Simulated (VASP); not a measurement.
# Ge (Imma) in VASP: relaxation of the atoms with PBE

Aim: the relaxation of the atoms of Ge with PBE.

Everything below comes from runs of VASP 6.6.1. Logs are shortened: lines on timing, memory, paths and dates and some standing lists are left out, and cuts for length are marked.

**1. The cell of the first run**

Symmetry: Imma, No. 74, orthorhombic system. The conventional cell has a = 4.033 Å, b = 4.078 Å, c = 5.777 Å, α = 90.00°, β = 90.00°, γ = 90.00°. Within 3.3 Å of Ge (site symmetry mm2) lie 4 Ge at 2.49 Å.

**2. Relaxation of the atoms, PBE (strained cell)**

The input, INCAR:

```
PREC = Accurate ; ENCUT = 450
EDIFF = 1E-7 ; ISMEAR = 0
SIGMA = 0.1 ; LREAL = False
LASPH = True ; NELM = 120
ALGO = Normal ; ISIF = 2
LWAVE = False ; LCHARG = False
GGA = PE ; IBRION = 2
NSW = 60 ; EDIFFG = -0.002
GGA_COMPAT = False ; NELMIN = 4
```

The input, KPOINTS:

```
Automatic mesh
0
Gamma
  10 10 10
```

The input, POSCAR:

```
Ge
1.0
   -0.0160792829      2.8677816009      2.8882939062
    2.8677816009     -0.0160792829      2.8882939062
    2.8517023179      2.8517023179      0.0000000000
Ge
2
Direct
   -0.0008392625     -0.0008392625      0.0008392625
    0.2508392625      0.2508392625      0.2491607375
```

Potentials or basis: VASP PAW PBE potentials, release 64 (Ge_d).

Launch:

```bash
cat potpaw_PBE.64/Ge_d/POTCAR > POTCAR
mpirun -np 1 vasp_std > vasp.out
```

OUTCAR:

```text
PREC = Accurate
   ENCUT = 450
   EDIFF = 1E-7
   ISMEAR = 0
   LREAL = False
   LASPH = True
   NELM = 120
   ISIF = 2
   GGA = PE
   IBRION = 2
   NSW = 60
   EDIFFG = -0.002
   NELMIN = 4

 ion  position               nearest neighbor table
   1  0.999  0.999  0.001-   2 2.49   2 2.49   2 2.49   2 2.49
   2  0.251  0.251  0.249-   1 2.49   1 2.49   1 2.49   1 2.49

  LATTYP: Found a body centered orthorhombic cell.
 ALAT       =     4.0329160938
 B/A-ratio  =     1.0112769715
 C/A-ratio  =     1.4323600288

  Lattice vectors:

 A1 = (   0.0160792829,  -2.8677816009,  -2.8882939062)
 A2 = (  -0.0160792830,   2.8677816008,  -2.8882939062)
 A3 = (   2.8677816009,  -0.0160792829,   2.8882939062)

Analysis of symmetry for initial positions (statically):
=====================================================================
 Subroutine PRICEL returns:
 Original cell was already a primitive cell.

 Routine SETGRP: Setting up the symmetry group for a
 body centered orthorhombic supercell.

 Subroutine GETGRP returns: Found  8 space group operations
 (whereof  4 operations were pure point group operations)
 out of a pool of  8 trial point group operations.

The static configuration has the point symmetry C_2v.
 The point group associated with its full space group is D_2h.

Analysis of symmetry for dynamics (positions and initial velocities):
=====================================================================
 Subroutine PRICEL returns:
 Original cell was already a primitive cell.

 Routine SETGRP: Setting up the symmetry group for a
 body centered orthorhombic supercell.

 Subroutine GETGRP returns: Found  8 space group operations
 (whereof  4 operations were pure point group operations)
 out of a pool of  8 trial point group operations.

The dynamic configuration has the point symmetry C_2v.
 The point group associated with its full space group is D_2h.

 Subroutine INISYM returns: Found  8 space group operations
 (whereof  4 operations are pure point group operations),
 and found     1 'primitive' translations

----------------------------------------------------------------------------------------

                                     Primitive cell

  volume of cell :      47.5062

  direct lattice vectors                    reciprocal lattice vectors
    -0.016079283  2.867781601  2.888293906    -0.173378682  0.173378682  0.173112577
     2.867781601 -0.016079283  2.888293906     0.173378682 -0.173378682  0.173112577
     2.851702318  2.851702318  0.000000000     0.175333869  0.175333869 -0.173112577

  length of vectors
     4.070217628  4.070217628  4.032916094     0.300147129  0.300147129  0.302410144

  position of ions in fractional coordinates (direct lattice)
     0.999160737  0.999160737  0.000839263
     0.250839263  0.250839263  0.249160737

  ion indices of the primitive-cell ions
   primitive index   ion index
                 1           1
                 2           2

----------------------------------------------------------------------------------------

 KPOINTS: Automatic mesh

Automatic generation of k-mesh.
 Grid dimensions read from file:
 generate k-points for:   10   10   10

 Generating k-lattice:

  Cartesian coordinates                     Fractional coordinates (reciprocal lattice)
    -0.017337868  0.017337868  0.017311258     0.100000000  0.000000000  0.000000000
     0.017337868 -0.017337868  0.017311258     0.000000000  0.100000000  0.000000000
[... 49 lines left out ...]
   PREC   = accura    normal or accurate (medium, high low for compatibility)
   ISTART =      0    job   : 0-new  1-cont  2-samecut
   ICHARG =      2    charge: 1-file 2-atom 10-const
   ISPIN  =      1    spin polarized calculation?
   LNONCOLLINEAR =      F non collinear calculations
   LSORBIT =      F    spin-orbit coupling
   LASPH  =      T    aspherical Exc in radial PAW
   ENCUT  =  450.0 eV  33.07 Ry    5.75 a.u.   7.04  7.04  6.98*2*pi/ulx,y,z
   NELM   =    120;   NELMIN=  4; NELMDL= -5     # of ELM steps
   EDIFF  = 0.1E-06   stopping-criterion for ELM
   LREAL  =      F    real-space projection
   EDIFFG = -.2E-02   stopping-criterion for IOM
   NSW    =     60    number of steps for IOM
   IBRION =      2    ionic relax: 0-MD 1-quasi-New 2-CG
   NFREE  =      1    steps in history (QN), initial steepest desc. (CG)
   ISIF   =      2    stress and relaxation
   ISYM   =      2    0-nonsym 1-usesym 2-fastsym
   POTIM  = 0.5000    time-step for ionic-motion
   TEBEG  =    0.0;   TEEND  =   0.0 temperature during run
   PSTRESS=    0.0 pullay stress
   NELECT =      28.0000    total number of electrons
   NUPDOWN=      -1.0000    fix difference up-down
   EMIN   =  10.00;   EMAX   =-10.00  energy-range for DOS
   EFERMI =   0.00;   METHOD = LEGACY
   ISMEAR =     0;   SIGMA  =   0.10  broadening in eV -4-tet -1-fermi 0-gaus
   EFERMI_NEDOS =   21; number of points for ismear=-14 and -15
   IALGO  =     38    algorithm
   IMIX   =      4    mixing-type and parameters
     AMIX     =   0.40;   BMIX     =  1.00
     AMIX_MAG =   1.60;   BMIX_MAG =  1.00
  volume/ion in A,a.u.               =      23.75       160.29
  Fermi-wavevector in a.u.,A,eV,Ry     =   1.372601  2.593839 25.633821  1.884033
  Thomas-Fermi vector in A             =   2.498193
   LORBIT       =      0    0 simple, 1 ext, 2 COOP (PROOUT), +10 PAW based schemes
   GGA     = PE    functional components
   LHFCALC =     F    Hartree Fock is set to
   AEXX    =    0.0000 exact exchange contribution
   IVDW    =     0    specifies the selected vdW correction
   LEPSILON=     F    determine dielectric tensor
   LRPA    =     F    only Hartree local field effects (RPA)
 conjugate gradient relaxation of ions
 non-spin polarized calculation
 Gauss-broadening in eV      SIGMA  =   0.10
  energy-cutoff  :      450.00
  volume of cell :       47.51
 maximum number of plane-waves:      1048
   NGX = 15   NGY = 15   NGZ = 13

--------------------------------------- Ionic step        1  -------------------------------------------

 number of electron      27.9999983 magnetization

 Free energy of the ion-electron system (eV)
  ---------------------------------------------------
  ext. energy  EPLUGINS =         0.00000000
  ---------------------------------------------------
  free energy    TOTEN  =        -9.03122654 eV

  energy without entropy =       -9.03077241  energy(sigma->0) =       -9.03099947

------------------------ aborting loop because EDIFF is reached ----------------------------------------

  FORCE on cell =-STRESS in cart. coord.  units (eV):
  Direction    XX          YY          ZZ          XY          YZ          ZX
  --------------------------------------------------------------------------------------
  -------------------------------------------------------------------------------------
  Total        0.0799345      0.0799345     -0.0655777      0.1673897     -0.0000000     -0.0000000
  in kB        2.6958460      2.6958460     -2.2116510      5.6453319     -0.0000000     -0.0000000
  external PRESSURE =       1.0600137 kB  Pullay stress =       0.0000000 kB

 VOLUME and BASIS-vectors are now :
 -----------------------------------------------------------------------------
  energy-cutoff  :      450.00
  volume of cell :       47.51
      direct lattice vectors                 reciprocal lattice vectors
    -0.016079283  2.867781601  2.888293906    -0.173378682  0.173378682  0.173112577
     2.867781601 -0.016079283  2.888293906     0.173378682 -0.173378682  0.173112577
     2.851702318  2.851702318  0.000000000     0.175333869  0.175333869 -0.173112577

 POSITION                                       TOTAL-FORCE (eV/Angst)
 -----------------------------------------------------------------------------------
      2.85170      2.85170      5.77174         0.000000      0.000000      0.011055
      1.42585      1.42585      1.44900        -0.000000     -0.000000     -0.011055
 -----------------------------------------------------------------------------------
    total drift:                               -0.000000      0.000000      0.000000

  FREE ENERGIE OF THE ION-ELECTRON SYSTEM (eV)
  ---------------------------------------------------
  free  energy   TOTEN  =        -9.0312265408 eV

  energy  without entropy=       -9.0307724084  energy(sigma->0) =       -9.03099947

--------------------------------------- Ionic step        2  -------------------------------------------

 number of electron      27.9999983 magnetization

 Free energy of the ion-electron system (eV)
  ---------------------------------------------------
  ext. energy  EPLUGINS =         0.00000000
  ---------------------------------------------------
  free energy    TOTEN  =        -9.03123267 eV

  energy without entropy =       -9.03078664  energy(sigma->0) =       -9.03100966

 E-fermi :   4.5042     XC(G=0):  -9.6987

 val. band max:        4.4982033390   @ k =   0.0000   0.0000   0.0000
 cond. band min:       4.5072147297   @ k =   0.0000   0.0000   0.0000
 fundamental gap:      0.0090113907
 Fermi energy:         4.5042227323

 k-point     1 :       0.0000    0.0000    0.0000
  band No.  band energies     occupation
      1     -20.2216      2.00000
      2     -20.2168      2.00000
      3     -20.2146      2.00000
      4     -20.1853      2.00000
      5     -20.1850      2.00000
      6     -20.0028      2.00000
[... 481 lines left out ...]
      5     -20.1132      2.00000
      6     -20.0902      2.00000
[... 10 lines left out ...]
     17      10.9896      0.00000
     18      11.5384      0.00000

 [... further k-points ...]
[... 5 lines left out ...]
  --------------------------------------------------------------------------------------
  -------------------------------------------------------------------------------------
  Total        0.0721344      0.0721344     -0.0733726      0.1751966     -0.0000000     -0.0000000
  in kB        2.4327809      2.4327809     -2.4745422      5.9086229     -0.0000000     -0.0000000
  external PRESSURE =       0.7970065 kB  Pullay stress =       0.0000000 kB

 VOLUME and BASIS-vectors are now :
 -----------------------------------------------------------------------------
  energy-cutoff  :      450.00
  volume of cell :       47.51
      direct lattice vectors                 reciprocal lattice vectors
    -0.016079283  2.867781601  2.888293906    -0.173378682  0.173378682  0.173112577
     2.867781601 -0.016079283  2.888293906     0.173378682 -0.173378682  0.173112577
     2.851702318  2.851702318  0.000000000     0.175333869  0.175333869 -0.173112577

 POSITION                                       TOTAL-FORCE (eV/Angst)
 -----------------------------------------------------------------------------------
      2.85170      2.85170      5.77227         0.000000      0.000000      0.000234
      1.42585      1.42585      1.44846        -0.000000     -0.000000     -0.000234
 -----------------------------------------------------------------------------------
    total drift:                               -0.000000     -0.000000     -0.000000

  FREE ENERGIE OF THE ION-ELECTRON SYSTEM (eV)
  ---------------------------------------------------
  free  energy   TOTEN  =        -9.0312326692 eV

  energy  without entropy=       -9.0307866431  energy(sigma->0) =       -9.03100966

 reached required accuracy - stopping structural energy minimisation
```

It took 86 s on 1 thread of Intel Xeon 6975P-C, shared host; peak memory 0.23 GiB.

What came out:

```yaml
Free_energy: -9.0312 eV
Energy_gained_by_relaxing: 0.0 meV/atom
Ionic_steps: 2
Pressure_after_relaxing: 0.1 GPa
```

Stress tensor (GPa, compression positive):
```
 0.24  0.59  0.00
 0.59  0.24  0.00
 0.00  0.00 -0.25
```

Final structure:
```
Ge
1.0
    -0.01608    2.86778    2.88829
     2.86778   -0.01608    2.88829
     2.85170    2.85170    0.00000
Ge
2
Direct
  0.99925 0.99925 0.00075
  0.25075 0.25075 0.24925
```

Caveat: the cell differs from its parent crystal (strained cell).
